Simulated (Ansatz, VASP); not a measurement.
MgS: VASP beside Ansatz

File INCAR:

```
  PREC = Accurate
  ENCUT = 600
  EDIFF = 1E-6
  ISMEAR = 0
  SIGMA = 0.1
  LREAL = F
  LASPH = T
  NELM = 120
  ALGO = Normal
  ISIF = 2
  LWAVE = F
  LCHARG = F
  GGA = PS
  NBANDS = 11
  GGA_COMPAT = F
```

File KPOINTS:

```
regular mesh
0
Gamma
  6 6 6
```

The input POSCAR:

```
MgS
1.0
    0.0000000000      2.8100000000      2.8100000000
    2.8100000000      0.0000000000      2.8100000000
    2.8100000000      2.8100000000      0.0000000000
Mg S
1 1
Direct
    0.0000000000      0.0000000000      0.0000000000
    0.2500000000      0.2500000000      0.2500000000
```

Input for Ansatz:

```yaml
crystal:
  lattice:
    - [0.0, 2.81, 2.81]
    - [2.81, 0.0, 2.81]
    - [2.81, 2.81, 0.0]
  atoms:
    - { symbol: Mg, position: [0.0, 0.0, 0.0] }
    - { symbol: S, position: [0.25, 0.25, 0.25] }
basis:
  ecutwfc: 420
kpoints:
  mp_grid: { grid: [6, 6, 6] }
hamiltonian:
  xc: pbesol
  pseudopotentials: { kind: paw, azcp: { folder: soft_1 } }
scf:
  occupations: { method: gaussian, width: 0.1 }
output:
  forces: true
  stress: true
  eigenvalues: true
```

Alike in both runs: task single point; functional PBEsol; k mesh 6 × 6 × 6; occupations gaussian, width 0.1 eV; no spin polarisation.

|  | VASP | Ansatz |
| --- | --- | --- |
| version | VASP 6.6.1 | Ansatz 0.2.0 |
| potentials or method | VASP PAW PBE potentials, release 64 (Mg, S), cutoff 600 eV | scalar-relativistic, plane waves, PAW |
| valence electrons in the cell | 8 | 16 |

|  | VASP | Ansatz | Ansatz less VASP |
| --- | --- | --- | --- |
| gap on the k mesh at the Fermi level (eV) | 3.41 | 3.40 | -0.003 |
| least direct gap on the mesh (eV) | 3.41 | 3.40 | -0.003 |
| pressure (GPa) | 1.0 | 1.0 | +0.06 |

VASP's potentials were made for PBE, not for PBEsol, and Ansatz warns of the same on its side. With one functional, cell and mesh, what is left measures potentials, basis and numerics. VASP's potentials hold 8 valence electrons a cell and Ansatz's 16, so a difference there can come from the potentials and not from the codes.
